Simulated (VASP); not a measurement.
# P (Im-3m) in VASP: a series of runs, part 2 of 2

VASP 6.6.1. Earlier steps stand in the parts before.

## 3. Single point, LDA

This run uses another cell than the first one, of 13.40 Å³/atom, 0.980 times its volume.

INCAR reads:

```
PREC = Accurate
ENCUT = 520
EDIFF = 1E-6
ISMEAR = 0
SIGMA = 0.05
LREAL = False
LASPH = True
NELM = 100
ALGO = Normal
ISIF = 2
LWAVE = False
LCHARG = False
NBANDS = 8
```

KPOINTS reads:

```
regular mesh
0
Gamma
  12 12 12
```

POSCAR reads:

```
P
1.0
    1.4962441677      1.4962441677      1.4962441677
   -1.4962441677      1.4962441677      1.4962441677
   -1.4962441677     -1.4962441677      1.4962441677
P
1
Direct
    0.0000000000      0.0000000000      0.0000000000
```

Potentials or basis: VASP PAW LDA potentials, release 64 (P).

Started as:

```
$ cat potpaw_LDA.64/P/POTCAR > POTCAR
$ mpirun -np 1 vasp_std > vasp.out
```

OUTCAR:

```text
PREC = Accurate
   ENCUT = 520
   EDIFF = 1E-6
   ISMEAR = 0
   LREAL = False
   LASPH = True
   NELM = 100
   ISIF = 2

 ion  position               nearest neighbor table
   1  0.000  0.000  0.000-

  LATTYP: Found a body centered cubic cell.
 ALAT       =     2.9924883354

  Lattice vectors:

 A1 = (   1.4962441677,  -1.4962441677,  -1.4962441677)
 A2 = (   1.4962441677,   1.4962441677,   1.4962441677)
 A3 = (  -1.4962441677,  -1.4962441677,   1.4962441677)

Analysis of symmetry for initial positions (statically):
=====================================================================
 Subroutine PRICEL returns:
 Original cell was already a primitive cell.

 Routine SETGRP: Setting up the symmetry group for a
 body centered cubic supercell.

 Subroutine GETGRP returns: Found 48 space group operations
 (whereof 48 operations were pure point group operations)
 out of a pool of 48 trial point group operations.

The static configuration has the point symmetry O_h .

Analysis of symmetry for dynamics (positions and initial velocities):
=====================================================================
 Subroutine PRICEL returns:
 Original cell was already a primitive cell.

 Routine SETGRP: Setting up the symmetry group for a
 body centered cubic supercell.

 Subroutine GETGRP returns: Found 48 space group operations
 (whereof 48 operations were pure point group operations)
 out of a pool of 48 trial point group operations.

The dynamic configuration has the point symmetry O_h .

 Subroutine INISYM returns: Found 48 space group operations
 (whereof 48 operations are pure point group operations),
 and found     1 'primitive' translations

----------------------------------------------------------------------------------------

                                     Primitive cell

  volume of cell :      13.3988

  direct lattice vectors                    reciprocal lattice vectors
     1.496244168  1.496244168  1.496244168     0.334170058  0.000000000  0.334170058
    -1.496244168  1.496244168  1.496244168    -0.334170058  0.334170058  0.000000000
    -1.496244168 -1.496244168  1.496244168     0.000000000 -0.334170058  0.334170058
[... 107 lines left out ...]
   GGA     = CA    functional components
   LHFCALC =     F    Hartree Fock is set to
   AEXX    =    0.0000 exact exchange contribution
   IVDW    =     0    specifies the selected vdW correction
   LEPSILON=     F    determine dielectric tensor
   LRPA    =     F    only Hartree local field effects (RPA)
 non-spin polarized calculation
 Gauss-broadening in eV      SIGMA  =   0.05
  energy-cutoff  :      520.00
  volume of cell :       13.40
 maximum number of plane-waves:       370
   NGX =  9   NGY =  9   NGZ =  9

 number of electron       4.9999999 magnetization

 Free energy of the ion-electron system (eV)
  ---------------------------------------------------
  ext. energy  EPLUGINS =         0.00000000
  ---------------------------------------------------
  free energy    TOTEN  =        -5.46699787 eV

  energy without entropy =       -5.46611254  energy(sigma->0) =       -5.46655520

 E-fermi :  10.8335     XC(G=0): -11.8969

 val. band max:       10.8317339489   @ k =   0.0833   0.3333   0.0833
 cond. band min:      10.8607116971   @ k =   0.5000   0.3333   0.3333
 fundamental gap:      0.0289777482
 Fermi energy:        10.8335144277

 k-point     1 :       0.0000    0.0000    0.0000
  band No.  band energies     occupation
      1      -6.1909      2.00000
      2      18.5167      0.00000
      3      18.5167      0.00000
      4      18.5167      0.00000
      5      23.0277      0.00000
      6      23.0277      0.00000
      7      23.0277      0.00000
      8      27.1010      0.00000
[... 243 lines left out ...]
 k-point    24 :       0.4167    0.0833    0.0833
  band No.  band energies     occupation
      1      -0.6670      2.00000
      2       4.6852      2.00000
      3      12.7967      0.00000
      4      15.4765      0.00000
      5      19.6508      0.00000
      6      20.4111      0.00000
      7      26.4333      0.00000
      8      29.9332      0.00000

 [... further k-points ...]

------------------------ aborting loop because EDIFF is reached ----------------------------------------

  FORCE on cell =-STRESS in cart. coord.  units (eV):
  Direction    XX          YY          ZZ          XY          YZ          ZX
  --------------------------------------------------------------------------------------
  -------------------------------------------------------------------------------------
  Total        0.1611528      0.1611528      0.1611528      0.0000000      0.0000000      0.0000000
  in kB       19.2699706     19.2699706     19.2699706      0.0000000      0.0000000      0.0000000
  external PRESSURE =      19.2699706 kB  Pullay stress =       0.0000000 kB

 VOLUME and BASIS-vectors are now :
 -----------------------------------------------------------------------------
  energy-cutoff  :      520.00
  volume of cell :       13.40
      direct lattice vectors                 reciprocal lattice vectors
     1.496244168  1.496244168  1.496244168     0.334170058  0.000000000  0.334170058
    -1.496244168  1.496244168  1.496244168    -0.334170058  0.334170058  0.000000000
    -1.496244168 -1.496244168  1.496244168     0.000000000 -0.334170058  0.334170058

 POSITION                                       TOTAL-FORCE (eV/Angst)
 -----------------------------------------------------------------------------------
      0.00000      0.00000      0.00000         0.000000     -0.000000      0.000000
 -----------------------------------------------------------------------------------
    total drift:                               -0.000000     -0.000000      0.000000

  FREE ENERGIE OF THE ION-ELECTRON SYSTEM (eV)
  ---------------------------------------------------
  free  energy   TOTEN  =        -5.4669978682 eV

  energy  without entropy=       -5.4661125370  energy(sigma->0) =       -5.46655520
```

OSZICAR:

```text
N       E                     dE             d eps       ncg     rms          rms(c)
DAV:   1    -0.143485052945E+00   -0.14349E+00   -0.22628E+03  1192   0.461E+02
DAV:   2    -0.543646052394E+01   -0.52930E+01   -0.51158E+01  1808   0.476E+01
DAV:   3    -0.547436557271E+01   -0.37905E-01   -0.37891E-01  1240   0.456E+00
DAV:   4    -0.547440764789E+01   -0.42075E-04   -0.42076E-04  1944   0.163E-01
DAV:   5    -0.547440765852E+01   -0.10631E-07   -0.10585E-07  1240   0.153E-03    0.463E+00
DAV:   6    -0.546914359643E+01    0.52641E-02   -0.36671E-03  1248   0.306E-01    0.268E+00
DAV:   7    -0.546702558243E+01    0.21180E-02   -0.57951E-03  1280   0.389E-01    0.852E-02
DAV:   8    -0.546699772290E+01    0.27860E-04   -0.74377E-05  1488   0.523E-02    0.171E-02
DAV:   9    -0.546699786822E+01   -0.14532E-06   -0.71262E-07  1512   0.683E-03
   1 F= -.54669979E+01 E0= -.54665552E+01  d E =-.885331E-03
```

stdout:

```text
POSCAR found type information on POSCAR P
 POSCAR found :  1 types and       1 ions
 scaLAPACK will be used
 LDA part: xc-table for (Slater(with rela. corr.)+CA(PZ))
 , standard interpolation
 POSCAR, INCAR and KPOINTS ok, starting setup
 FFT: planning ... GRIDC
 FFT: planning ... GRID_SOFT
 FFT: planning ... GRID
 WAVECAR not read
 entering main loop
```

Run time: 2.6 s. Hardware: 1 thread of Intel Xeon 6975P-C (Granite Rapids), shared host; peak memory 0.11 GiB.

Results:

| Quantity | Value |
| --- | --- |
| Free energy | -5.4670 eV |
| Pressure | 1.9 GPa |

Levels at points of the mesh, in eV from the Fermi level:
| k point | band 1 | band 2 | band 3 | band 4 | band 5 | band 6 |
| --- | --- | --- | --- | --- | --- | --- |
| (0.00, 0.00, 0.00) | -17.02 | 7.68 | 7.68 | 7.68 | 12.19 | 12.19 |
| (0.50, 0.00, 0.00) | -10.12 | -8.32 | 2.64 | 5.57 | 7.34 | 8.48 |
| (0.50, 0.50, 0.50) | -3.73 | -2.73 | -2.73 | -2.73 | 2.13 | 2.13 |

## 4. Single point, LDA

INCAR reads:

```
SYSTEM = P
  ALGO = Normal
  EDIFF = 1E-6
  ENCUT = 520
  ISIF = 2
  ISMEAR = 0
  LASPH = .TRUE.
  LCHARG = .FALSE.
  LREAL = .FALSE.
  LWAVE = .FALSE.
  NBANDS = 8
  NELM = 80
  PREC = Accurate
  SIGMA = 0.05
```

KPOINTS reads:

```
k-points
0
G
  12 12 12
  0 0 0
```

POSCAR reads:

```
P
1.0
    1.5063542323      1.5063542323      1.5063542323
   -1.5063542323      1.5063542323      1.5063542323
   -1.5063542323     -1.5063542323      1.5063542323
P
1
Direct
    0.0000000000      0.0000000000      0.0000000000
```

Potentials or basis: VASP PAW LDA potentials, release 64 (P).

Started as:

```
$ cat potpaw_LDA.64/P/POTCAR > POTCAR
$ mpirun -np 1 vasp_std > vasp.out
```

OUTCAR:

```text
SYSTEM = P
   EDIFF = 1E-6
   ENCUT = 520
   ISIF = 2
   ISMEAR = 0
   LASPH = .TRUE.
   LREAL = .FALSE.
   NELM = 80
   PREC = Accurate

 ion  position               nearest neighbor table
   1  0.000  0.000  0.000-

  LATTYP: Found a body centered cubic cell.
 ALAT       =     3.0127084646

  Lattice vectors:

 A1 = (   1.5063542323,  -1.5063542323,  -1.5063542323)
 A2 = (   1.5063542323,   1.5063542323,   1.5063542323)
[... 442 lines left out ...]
      7      25.9907      0.00000
      8      29.4356      0.00000

 [... further k-points ...]

------------------------ aborting loop because EDIFF is reached ----------------------------------------

  FORCE on cell =-STRESS in cart. coord.  units (eV):
  Direction    XX          YY          ZZ          XY          YZ          ZX
  --------------------------------------------------------------------------------------
  -------------------------------------------------------------------------------------
  Total       -0.0115478     -0.0115478     -0.0115478      0.0000000      0.0000000      0.0000000
  in kB       -1.3532170     -1.3532170     -1.3532170      0.0000000      0.0000000      0.0000000
  external PRESSURE =      -1.3532170 kB  Pullay stress =       0.0000000 kB

 VOLUME and BASIS-vectors are now :
 -----------------------------------------------------------------------------
  energy-cutoff  :      520.00
  volume of cell :       13.67
      direct lattice vectors                 reciprocal lattice vectors
     1.506354232  1.506354232  1.506354232     0.331927238  0.000000000  0.331927238
    -1.506354232  1.506354232  1.506354232    -0.331927238  0.331927238  0.000000000
    -1.506354232 -1.506354232  1.506354232     0.000000000 -0.331927238  0.331927238

 POSITION                                       TOTAL-FORCE (eV/Angst)
 -----------------------------------------------------------------------------------
      0.00000      0.00000      0.00000         0.000000      0.000000      0.000000
 -----------------------------------------------------------------------------------
    total drift:                                0.000000     -0.000000      0.000000

  FREE ENERGIE OF THE ION-ELECTRON SYSTEM (eV)
  ---------------------------------------------------
  free  energy   TOTEN  =        -5.4685782411 eV

  energy  without entropy=       -5.4673142942  energy(sigma->0) =       -5.46794627
```

Wall time 2.7 s (1 thread of Intel Xeon 6975P-C (Granite Rapids), shared host); peak memory 0.11 GiB.

Results:

- Free energy: -5.4686 eV
- Pressure: -0.1 GPa

## 5. Single point, LDA

This run uses another cell than the first one, of 13.95 Å³/atom, 1.020 times its volume.

INCAR reads:

```
PREC     = Accurate       # precision mode
ENCUT    = 520            # plane-wave cutoff, eV
EDIFF    = 1E-6           # SCF threshold, eV
ISMEAR   = 0              # smearing method
SIGMA    = 0.05           # smearing width, eV
LREAL    = F              # projectors in reciprocal space
LASPH    = T              # aspherical terms in the spheres
NELM     = 100            # most SCF steps
ALGO     = Normal         # electronic algorithm
ISIF     = 2              # what is computed and relaxed
LWAVE    = F              # write WAVECAR
LCHARG   = T              # write CHGCAR
LELF     = T              # ELF
LVHAR    = T            
NBANDS   = 8              # bands
```

KPOINTS reads:

```
Automatic mesh
0
Gamma
  12 12 12
```

POSCAR reads:

```
P
1.0
    1.5163303788      1.5163303788      1.5163303788
   -1.5163303788      1.5163303788      1.5163303788
   -1.5163303788     -1.5163303788      1.5163303788
P
1
Direct
    0.0000000000      0.0000000000      0.0000000000
```

Started as:

```
$ cat potpaw_LDA.64/P/POTCAR > POTCAR
$ mpirun -np 1 vasp_std > vasp.out
```

Wall time 3 s (1 thread of Intel Xeon 6975P-C (Granite Rapids), shared host); peak memory 0.11 GiB.

Results (log left out):

| Property | Result |
| --- | --- |
| Free energy | -5.4668 eV |
| Pressure | -2.1 GPa |

Levels at points of the mesh, in eV from the Fermi level:
```csv
k point,band 1,band 2,band 3,band 4,band 5,band 6,band 7,band 8
"(0.00, 0.00, 0.00)",-16.56,7.31,7.31,7.31,12.12,12.12,12.12,16.08
"(0.50, 0.00, 0.00)",-9.97,-7.97,2.53,5.36,7.42,8.34,19.64,19.64
"(0.50, 0.50, 0.50)",-4.01,-2.61,-2.61,-2.61,2.36,2.36,23.82,23.82
```

## 6. Overview

```tsv
cell	gap on the mesh (eV)	pressure (GPa)
a = 2.609 Å, angles 70.5, 109.5, 70.5°, 1 atom	none	-0.1
a = 2.592 Å, angles 70.5, 109.5, 70.5°, 1 atom	none	1.9
a = 2.626 Å, angles 70.5, 109.5, 70.5°, 1 atom	none	-2.1
```

Alike in all rows: task single point; level LDA; potentials or basis VASP PAW LDA potentials, release 64 (P); no spin polarisation; k mesh 12 × 12 × 12; cutoff (eV) 520; smearing gaussian 0.05 eV.

Total energies depend on the potentials used, so only differences within one code and one set of settings carry meaning.
